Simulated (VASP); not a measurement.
The system is GaAsSe3.

```
Ga As Se
1.0
     4.76761    0.00000    0.00000
    -2.38381    4.12887    0.00000
     0.00000    0.00000    5.88583
Ga As Se
1 1 3
Cartesian
  0.0000 2.7526 2.9429
  2.3838 1.3763 0.0000
  0.0000 0.0000 4.4453
  0.0000 0.0000 1.4406
  2.3838 1.3763 2.9429
```

```yaml
Program: VASP 6.6.1
Task: relaxation of cell and atoms
Functional: PBE
Potentials_or_basis: VASP PAW PBE potentials, release 64 (Ga_d, As, Se)
Cutoff: 600 eV
k_mesh: 6 × 6 × 4
Occupations: gaussian, width 0.1 eV
Spin: no spin polarisation
```

At the start: pressure -1.1 GPa; volume 23.17 Å³/atom.

Task: How do energy, volume and symmetry change on relaxing?

Result: Over 20 steps the energy falls by 308.0 meV/atom and the volume is 24.88 Å³/atom (+7.4 %); space group P-6m2 (No. 187, to 0.05 Å).

Step by step:
```tsv
step	energy change (eV)	largest force (eV/Å)	pressure (GPa)	volume (Å³)
1	0.0000	0.5852	-1.07	115.86
2	-0.0723	0.4774	-0.01	113.27
3	-0.1970	0.2527	2.98	107.54
4	-0.0010	0.7606	14.21	96.25
5	-0.2301	0.1372	5.06	104.68
6	-0.2482	0.1213	5.23	104.50
7	-0.2999	0.0316	5.82	103.95
8	-0.4019	0.1711	7.25	102.78
9	-0.5178	0.7310	10.79	100.24
10	-0.6266	0.7474	10.52	100.98
11	-0.8314	0.8684	10.12	103.04
12	-0.9160	1.6390	11.04	106.48
13	-1.2002	1.2184	7.35	111.01
14	-1.5165	0.3448	0.77	122.45
15	-1.5257	0.2061	-0.16	124.69
16	-1.5259	0.1806	-0.34	125.12
17	-1.5298	0.1585	-0.30	125.02
18	-1.5378	0.0906	-0.19	124.70
19	-1.5368	0.0467	0.12	124.05
20	-1.5402	0.0276	-0.04	124.41
```

Final structure:
```
Ga As Se
1.0
     4.16399    0.00000    0.00000
    -2.08199    3.60612    0.00000
     0.00000    0.00000    8.28512
Ga As Se
1 1 3
Cartesian
  0.0000 2.4041 4.1426
  2.0820 1.2020 0.0000
  0.0000 0.0000 6.7505
  0.0000 0.0000 1.5346
  2.0820 1.2020 4.1426
```
